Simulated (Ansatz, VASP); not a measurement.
**Au: VASP beside Ansatz**

Contents of INCAR:

```
  PREC = Accurate
  ENCUT = 520
  EDIFF = 1E-6
  ISMEAR = -1
  SIGMA = 0.1
  LREAL = False
  LASPH = True
  NELM = 80
  ALGO = Normal
  ISIF = 2
  LWAVE = False
  LCHARG = False
  GGA = PE
  NBANDS = 12
```

Contents of KPOINTS:

```
regular mesh
0
Gamma
  21 21 21
```

The input POSCAR:

```
Au
1.0
    0.0000000000      2.0501672971      2.0501672971
    2.0501672971      0.0000000000      2.0501672971
    2.0501672971      2.0501672971      0.0000000000
Au
1
Direct
    0.0000000000      0.0000000000      0.0000000000
```

Input for Ansatz:

```yaml
crystal:
  lattice:
    - [0.0, 2.0501672971, 2.0501672971]
    - [2.0501672971, 0.0, 2.0501672971]
    - [2.0501672971, 2.0501672971, 0.0]
  atoms:
    - { symbol: Au, position: [0.0, 0.0, 0.0] }
hamiltonian:
  xc: pbe
  pseudopotentials:
    kind: paw
    azcp:
      Au: "pseudopotentials/Au.paw.azcp"
basis:
  ecutwfc: 420
  fft_grid_basis: typed
kpoints:
  mp_grid: { grid: [21, 21, 21], shift: [0, 0, 0] }
magnetization:
  spin_polarized: false
scf:
  occupations: { method: fermi_dirac, width: 0.1 }
output:
  stress: true
```

Alike in both runs: task single point; functional PBE; k mesh 21 × 21 × 21; occupations fermi-dirac, width 0.1 eV; no spin polarisation.

|  | VASP | Ansatz |
| --- | --- | --- |
| version | VASP 6.6.1 | Ansatz 0.2.0 |
| potentials or method | VASP PAW PBE potentials, release 64 (Au), cutoff 520 eV | plane waves (420 eV) with PAW, scalar-relativistic |
| valence electrons in the cell | 11 | 19 |

|  | VASP | Ansatz | Ansatz less VASP |
| --- | --- | --- | --- |
| pressure (GPa) | 6.3 | 6.6 | +0.29 |

The functional is the same, so the differences come from potentials, cutoffs and numerics. VASP's potentials hold 11 valence electrons a cell and Ansatz's 19, so a difference there can come from the potentials and not from the codes.

Neither program's run includes spin-orbit coupling.
